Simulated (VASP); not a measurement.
# Ga3Se (P4/mmm) in VASP: single point with PBE+D3(BJ)

Aim: the single point of Ga3Se with PBE+D3(BJ).

All numbers are computed with VASP 6.6.1; they aren't measurements. Logs are shortened: lines on timing, memory, paths and dates and some standing lists are left out, and cuts for length are marked.

## (1) The cell of the first run

It takes space group P4/mmm (No. 123, tetragonal). Conventional cell: a = 4.194 Å, b = 4.194 Å, c = 4.453 Å, α = 90.00°, β = 90.00°, γ = 90.00°. Ga (site symmetry mmm) has 8 Ga at 2.97 to 3.06 Å and 4 Se at 3.06 Å within 3.9 Å. Within 3.9 Å of Ga (site symmetry 4/mmm) lie 4 Se at 2.97 Å and 8 Ga at 3.06 Å. Within 3.9 Å of Se (site symmetry 4/mmm) lie 12 Ga at 2.97 to 3.06 Å.

## (2) Single point, PBE+D3(BJ) (strain -0.030 along x and y, +0.030 along z)

INCAR reads:

```
  PREC = Accurate
  ENCUT = 520
  EDIFF = 1E-7
  ISMEAR = 0
  SIGMA = 0.15
  LREAL = F
  LASPH = T
  NELM = 100
  ALGO = Normal
  ISIF = 2
  LWAVE = F
  LCHARG = F
  GGA = PE
  IVDW = 12
  NBANDS = 30
```

KPOINTS reads:

```
regular mesh
0
Gamma
  12 12 12
```

POSCAR reads:

```
Ga3Se
1.0
    4.1939020062      0.0000000000      0.0000000000
    0.0000000000      4.1939020062      0.0000000000
    0.0000000000      0.0000000000      4.4533186252
Ga Se
3 1
Direct
    0.0000000000      0.5000000000      0.5000000000
    0.5000000000      0.0000000000      0.5000000000
    0.5000000000      0.5000000000      0.0000000000
    0.0000000000      0.0000000000      0.0000000000
```

Potentials or basis: VASP PAW PBE potentials, release 64 (Ga_d, Se).

Started as:

```console
> cat potpaw_PBE.64/Ga_d/POTCAR potpaw_PBE.64/Se/POTCAR > POTCAR
> mpirun -np 1 vasp_std > vasp.out
```

OUTCAR:

```text
PREC = Accurate
   ENCUT = 520
   EDIFF = 1E-7
   ISMEAR = 0
   LREAL = F
   LASPH = T
   NELM = 100
   ISIF = 2
   GGA = PE
   IVDW = 12
 IVDW          = 12

 ion  position               nearest neighbor table
   1  0.000  0.500  0.500-
   2  0.500  0.000  0.500-
   3  0.500  0.500  0.000-
   4  0.000  0.000  0.000-

  LATTYP: Found a simple tetragonal cell.
 ALAT       =     4.1939020062
 C/A-ratio  =     1.0618556701

  Lattice vectors:

 A1 = (   4.1939020062,   0.0000000000,   0.0000000000)
 A2 = (   0.0000000000,   4.1939020062,   0.0000000000)
 A3 = (   0.0000000000,   0.0000000000,   4.4533186252)

Analysis of symmetry for initial positions (statically):
=====================================================================
 Subroutine PRICEL returns:
 Original cell was already a primitive cell.

 Routine SETGRP: Setting up the symmetry group for a
 simple tetragonal supercell.

 Subroutine GETGRP returns: Found 16 space group operations
 (whereof 16 operations were pure point group operations)
 out of a pool of 16 trial point group operations.

The static configuration has the point symmetry D_4h.

Analysis of symmetry for dynamics (positions and initial velocities):
=====================================================================
 Subroutine PRICEL returns:
 Original cell was already a primitive cell.

 Routine SETGRP: Setting up the symmetry group for a
 simple tetragonal supercell.

 Subroutine GETGRP returns: Found 16 space group operations
 (whereof 16 operations were pure point group operations)
 out of a pool of 16 trial point group operations.

The dynamic configuration has the point symmetry D_4h.

 Subroutine INISYM returns: Found 16 space group operations
 (whereof 16 operations are pure point group operations),
 and found     1 'primitive' translations

----------------------------------------------------------------------------------------

                                     Primitive cell

  volume of cell :      78.3286

  direct lattice vectors                    reciprocal lattice vectors
     4.193902006  0.000000000  0.000000000     0.238441432  0.000000000  0.000000000
     0.000000000  4.193902006  0.000000000     0.000000000  0.238441432  0.000000000
     0.000000000  0.000000000  4.453318625     0.000000000  0.000000000  0.224551640

  length of vectors
     4.193902006  4.193902006  4.453318625     0.238441432  0.238441432  0.224551640

  position of ions in fractional coordinates (direct lattice)
     0.000000000  0.500000000  0.500000000
     0.500000000  0.000000000  0.500000000
     0.500000000  0.500000000  0.000000000
     0.000000000  0.000000000  0.000000000

  ion indices of the primitive-cell ions
   primitive index   ion index
                 1           1
                 2           2
                 3           3
                 4           4

----------------------------------------------------------------------------------------

 KPOINTS: regular mesh

Automatic generation of k-mesh.
 Grid dimensions read from file:
 generate k-points for:   12   12   12

 Generating k-lattice:

  Cartesian coordinates                     Fractional coordinates (reciprocal lattice)
     0.019870119  0.000000000  0.000000000     0.083333333  0.000000000  0.000000000
     0.000000000  0.019870119  0.000000000     0.000000000  0.083333333  0.000000000
     0.000000000  0.000000000  0.018712637     0.000000000  0.000000000  0.083333333

  Length of vectors
     0.019870119  0.019870119  0.018712637

  Shift w.r.t. Gamma in fractional coordinates (k-lattice)
     0.000000000  0.000000000  0.000000000

 Subroutine IBZKPT returns following result:
 ===========================================

 Found    196 irreducible k-points:

 Following reciprocal coordinates:
            Coordinates               Weight
  0.000000  0.000000  0.000000      1.000000
  0.083333  0.000000  0.000000      4.000000
  0.166667  0.000000  0.000000      4.000000
  0.250000  0.000000  0.000000      4.000000
  0.333333  0.000000  0.000000      4.000000
  0.416667  0.000000  0.000000      4.000000
[... 16 lines left out ...]
  0.333333  0.333333  0.000000      4.000000
  0.416667  0.333333  0.000000      8.000000
 [... further k-points ...]
   k-points           NKPTS =    196   k-points in BZ     NKDIM =    196   number of bands    NBANDS=     30
   number of dos      NEDOS =    301   number of ions     NIONS =      4
   total plane-waves  NPLWV =  36864
   dimension x,y,z NGX =    32 NGY =   32 NGZ =   36
   dimension x,y,z NGXF=    64 NGYF=   64 NGZF=   72
   ions per type =               3   1
   NGX,Y,Z   is equivalent  to a cutoff of  12.68, 12.68, 13.44 a.u.
   NGXF,Y,Z  is equivalent  to a cutoff of  25.37, 25.37, 26.88 a.u.
 SYSTEM =  unknown system
   PREC   = accura    normal or accurate (medium, high low for compatibility)
   ISTART =      0    job   : 0-new  1-cont  2-samecut
   ICHARG =      2    charge: 1-file 2-atom 10-const
   ISPIN  =      1    spin polarized calculation?
   LNONCOLLINEAR =      F non collinear calculations
   LSORBIT =      F    spin-orbit coupling
   LASPH  =      T    aspherical Exc in radial PAW
   ENCUT  =  520.0 eV  38.22 Ry    6.18 a.u.   7.80  7.80  8.28*2*pi/ulx,y,z
   NELM   =    100;   NELMIN=  2; NELMDL= -5     # of ELM steps
   EDIFF  = 0.1E-06   stopping-criterion for ELM
   LREAL  =      F    real-space projection
   EDIFFG = 0.1E-05   stopping-criterion for IOM
   NSW    =      0    number of steps for IOM
   IBRION =     -1    ionic relax: 0-MD 1-quasi-New 2-CG
   NFREE  =      0    steps in history (QN), initial steepest desc. (CG)
   ISIF   =      2    stress and relaxation
   ISYM   =      2    0-nonsym 1-usesym 2-fastsym
   POTIM  = 0.5000    time-step for ionic-motion
   TEBEG  =    0.0;   TEEND  =   0.0 temperature during run
   PSTRESS=    0.0 pullay stress
   NELECT =      45.0000    total number of electrons
   NUPDOWN=      -1.0000    fix difference up-down
   EMIN   =  10.00;   EMAX   =-10.00  energy-range for DOS
   EFERMI =   0.00;   METHOD = LEGACY
   ISMEAR =     0;   SIGMA  =   0.15  broadening in eV -4-tet -1-fermi 0-gaus
   EFERMI_NEDOS =   21; number of points for ismear=-14 and -15
   IALGO  =     38    algorithm
   IMIX   =      4    mixing-type and parameters
     AMIX     =   0.40;   BMIX     =  1.00
     AMIX_MAG =   1.60;   BMIX_MAG =  1.00
  volume/ion in A,a.u.               =      19.58       132.15
  Fermi-wavevector in a.u.,A,eV,Ry     =   1.360940  2.571803 25.200125  1.852157
  Thomas-Fermi vector in A             =   2.487559
   LORBIT       =      0    0 simple, 1 ext, 2 COOP (PROOUT), +10 PAW based schemes
   GGA     = PE    functional components
   LHFCALC =     F    Hartree Fock is set to
   AEXX    =    0.0000 exact exchange contribution
   IVDW    =    12    specifies the selected vdW correction
   LEPSILON=     F    determine dielectric tensor
   LRPA    =     F    only Hartree local field effects (RPA)
 non-spin polarized calculation
 Gauss-broadening in eV      SIGMA  =   0.15
  energy-cutoff  :      520.00
  volume of cell :       78.33
 maximum number of plane-waves:      2136
 NGX is ok and might be reduce to    32
   NGX = 15   NGY = 15   NGZ = 17

 number of electron      44.9999942 magnetization

 Free energy of the ion-electron system (eV)
  ---------------------------------------------------
  ext. energy  EPLUGINS =         0.00000000
  ---------------------------------------------------
  free energy    TOTEN  =       -12.33116063 eV

  energy without entropy =      -12.31447645  energy(sigma->0) =      -12.32281854

 E-fermi :   5.6233     XC(G=0): -10.7797

 val. band max:        5.6155431184   @ k =   0.2500   0.0833   0.1667
 cond. band min:       5.6332498000   @ k =   0.5000   0.3333   0.1667
 fundamental gap:      0.0177066817
 Fermi energy:         5.6232632721

 k-point     1 :       0.0000    0.0000    0.0000
  band No.  band energies     occupation
      1      -9.5362      2.00000
      2      -9.4937      2.00000
      3      -9.4550      2.00000
      4      -9.4550      2.00000
      5      -9.4270      2.00000
      6      -9.3800      2.00000
[... 22 lines left out ...]
     29      11.8453      0.00000
     30      12.7169      0.00000

 k-point     2 :       0.0833    0.0000    0.0000
  band No.  band energies     occupation
      1      -9.5283      2.00000
      2      -9.4886      2.00000
      3      -9.4535      2.00000
      4      -9.4512      2.00000
      5      -9.4238      2.00000
      6      -9.3789      2.00000
[... 22 lines left out ...]
     29      12.0983      0.00000
     30      12.7657      0.00000

 k-point     3 :       0.1667    0.0000    0.0000
  band No.  band energies     occupation
      1      -9.5058      2.00000
      2      -9.4733      2.00000
      3      -9.4493      2.00000
      4      -9.4398      2.00000
      5      -9.4148      2.00000
      6      -9.3756      2.00000
[... 22 lines left out ...]
     29      12.5671      0.00000
     30      12.9129      0.00000

 k-point     4 :       0.2500    0.0000    0.0000
  band No.  band energies     occupation
      1      -9.4728      2.00000
      2      -9.4486      2.00000
      3      -9.4431      2.00000
      4      -9.4218      2.00000
      5      -9.4021      2.00000
      6      -9.3700      2.00000
[... 616 lines left out ...]
     29       9.9593      0.00000
     30      13.0142      0.00000

 k-point    23 :       0.3333    0.3333    0.0000
  band No.  band energies     occupation
      1      -9.4404      2.00000
      2      -9.4135      2.00000
      3      -9.3810      2.00000
      4      -9.3792      2.00000
      5      -9.3720      2.00000
      6      -9.3504      2.00000
[... 22 lines left out ...]
     29      10.8404      0.00000
     30      11.4964      0.00000

 k-point    24 :       0.4167    0.3333    0.0000
  band No.  band energies     occupation
      1      -9.4305      2.00000
      2      -9.4045      2.00000
      3      -9.3969      2.00000
      4      -9.3833      2.00000
      5      -9.3795      2.00000
      6      -9.3260      2.00000
[... 22 lines left out ...]
     29      11.0425      0.00000
     30      12.4961      0.00000

 [... further k-points ...]

------------------------ aborting loop because EDIFF is reached ----------------------------------------

 Edisp (eV)   -1.30594

 E8    (eV) :    -0.5874

  FORCE on cell =-STRESS in cart. coord.  units (eV):
  Direction    XX          YY          ZZ          XY          YZ          ZX
  --------------------------------------------------------------------------------------
  -------------------------------------------------------------------------------------
  Total       0.86397     0.86397     0.69612     0.00000     0.00000     0.00000
  in kB      17.67204    17.67204    14.23879     0.00000     0.00000     0.00000
  external pressure =       16.53 kB  Pullay stress =        0.00 kB

 VOLUME and BASIS-vectors are now :
 -----------------------------------------------------------------------------
  energy-cutoff  :      520.00
  volume of cell :       78.33
      direct lattice vectors                 reciprocal lattice vectors
     4.193902006  0.000000000  0.000000000     0.238441432  0.000000000  0.000000000
     0.000000000  4.193902006  0.000000000     0.000000000  0.238441432  0.000000000
     0.000000000  0.000000000  4.453318625     0.000000000  0.000000000  0.224551640

 POSITION                                       TOTAL-FORCE (eV/Angst)
 -----------------------------------------------------------------------------------
      0.00000      2.09695      2.22666         0.000000      0.000000      0.000000
      2.09695      0.00000      2.22666         0.000000      0.000000      0.000000
      2.09695      2.09695      0.00000         0.000000      0.000000      0.000000
      0.00000      0.00000      0.00000         0.000000      0.000000      0.000000
 -----------------------------------------------------------------------------------
    total drift:                                0.000000     -0.000000     -0.000000

  FREE ENERGIE OF THE ION-ELECTRON SYSTEM (eV)
  ---------------------------------------------------
  free  energy   TOTEN  =       -13.6371044779 eV

  energy  without entropy=      -13.6204203032  energy(sigma->0) =      -13.62876239
```

Wall time 5.7 min (1 thread of Intel Xeon Platinum 8259CL at 2.50GHz (Skylake/Cascade Lake), shared host); peak memory 0.47 GiB.

What came out:

```
Free energy                : -13.6371 eV
Pressure                   : 1.7 GPa
Band gap on the k mesh     : zero (an odd number of electrons rules out a gap without spin polarisation)
Dispersion energy per atom : -0.326 eV
```

Caveat: the cell differs from its parent crystal (strain -0.030 along x and y, +0.030 along z).
